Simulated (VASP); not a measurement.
Here is a VASP 6.6.1 calculation.

Contents of INCAR:

```
PREC = Accurate
ENCUT = 600
EDIFF = 1E-7
ISMEAR = 0
SIGMA = 0.2
LREAL = F
LASPH = T
NELM = 100
ALGO = Normal
ISIF = 3
LWAVE = F
LCHARG = F
GGA = PE
IBRION = 2
NSW = 36
EDIFFG = -0.08
```

File KPOINTS:

```
regular mesh
0
Gamma
  5 5 1
```

File POSCAR:

```
Sb3S5
1.0
    3.8600000000      0.0000000000      0.0000000000
   -1.9300000000      3.3428580600      0.0000000000
    0.0000000000      0.0000000000     15.4000000000
Sb S
3 5
Direct
    0.0000000000      0.0000000000      0.5000000000
    0.3333333300      0.6666666700      0.1100000000
    0.6666666700      0.3333333300      0.8900000000
    0.6666666700      0.3333333300      0.6000000000
    0.3333333300      0.6666666700      0.4000000000
    0.6666666700      0.3333333300      0.2030000000
    0.3333333300      0.6666666700      0.7970000000
    0.0000000000      0.0000000000      0.0000000000
```

Potentials or basis: VASP PAW PBE potentials, release 64 (Sb, S).

The run is started by

```console
$ cat potpaw_PBE.64/Sb/POTCAR potpaw_PBE.64/S/POTCAR > POTCAR
$ mpirun -np 1 vasp_std > vasp.out
```

Estimate the relaxed volume.

25.96 Å³/atom.

What does it give for the relaxed cell?

a = 3.853 Å, b = 3.853 Å, c = 16.154 Å, α = 90.00°, β = 90.00°, γ = 120.00°.

Estimate the space group after relaxing (to 0.05 Å).

P-3m1 (No. 164).

Step by step:
| step | energy change (eV) | largest force (eV/Å) | pressure (GPa) | volume (Å³) |
| --- | --- | --- | --- | --- |
| 1 | 0.0000 | 0.5418 | 1.76 | 198.71 |
| 2 | -0.0772 | 0.5128 | -0.65 | 206.64 |
| 3 | -0.0779 | 0.5320 | -0.87 | 207.47 |
| 4 | -0.1313 | 0.3543 | -0.35 | 207.28 |
| 5 | -0.1443 | 0.3111 | 0.08 | 207.12 |
| 6 | -0.1598 | 0.1023 | 0.02 | 207.51 |
| 7 | -0.1613 | 0.0646 | -0.01 | 207.66 |

Caveat: the k points lie up to 0.39 Å⁻¹ apart in the final cell; this functional lacks dispersion, which binds the layers, so the pressure and a relaxed spacing across them are unreliable; the relaxation stopped at a loose force limit of 0.08 eV/Å, so its end isn't a converged minimum.
